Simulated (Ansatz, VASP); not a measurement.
**B: VASP beside Ansatz**

File INCAR:

```
SYSTEM = B
PREC = Accurate
ENCUT = 520
EDIFF = 1E-6
ISMEAR = -1
SIGMA = 0.1
LREAL = .False.
LASPH = .True.
NELM = 80
ALGO = Normal
ISIF = 2
LWAVE = .False.
LCHARG = .False.
GGA = RE
NBANDS = 14
```

Contents of KPOINTS:

```
regular mesh
0
Gamma
  23 23 2
  0 0 0
```

Contents of POSCAR:

```
B
1.0
    1.6507645345      0.0000000000      0.0000000000
   -0.8253822672      1.4296040225      0.0000000000
    0.0000000000      0.0000000000     20.7962548714
B
4
Direct
    1.0000000000      1.0000000000      0.0000000000
    1.0000000000      1.0000000000      0.5000000000
    0.3333333333      0.6666666667      0.2500000000
    0.6666666667      0.3333333333      0.7500000000
```

Input for Ansatz:

```yaml
crystal:
  lattice:
    - [1.6507645345, 0.0, 0.0]
    - [-0.8253822672, 1.4296040225, 0.0]
    - [0.0, 0.0, 20.7962548714]
  atoms:
    - { symbol: B, position: [1.0, 1.0, 0.0] }
    - { symbol: B, position: [1.0, 1.0, 0.5] }
    - { symbol: B, position: [0.3333333333, 0.6666666667, 0.25] }
    - { symbol: B, position: [0.6666666667, 0.3333333333, 0.75] }
hamiltonian:
  xc: revpbe
  pseudopotentials:
    kind: paw
    azcp:
      B: "pseudopotentials/B.paw.azcp"
basis:
  ecutwfc: 420
  fft_grid_basis: typed
kpoints:
  mp_grid: { grid: [23, 23, 2], shift: [0, 0, 0] }
magnetization:
  spin_polarized: false
scf:
  occupations: { method: fermi_dirac, width: 0.1 }
  lower_state_search: "off"
output:
  stress: true
```

Alike in both runs: task single point; functional revPBE; k mesh 23 × 23 × 2; occupations fermi-dirac, width 0.1 eV; no spin polarisation.

|  | VASP | Ansatz |
| --- | --- | --- |
| version | VASP 6.6.1 | Ansatz 0.2.0 |
| potentials or method | VASP PAW PBE potentials, release 64 (B), cutoff 520 eV | plane waves (420 eV) with PAW, scalar-relativistic |
| valence electrons in the cell | 12 | 12 |

```tsv
	VASP	Ansatz	Ansatz less VASP
pressure (GPa)	17.6	17.7	+0.10
traceless stress, the component that is largest in VASP (GPa)	-17.64	-17.62	+0.015
```

VASP's potentials were made for PBE, not for revPBE. The functional is the same, so the differences come from potentials, cutoffs and numerics.
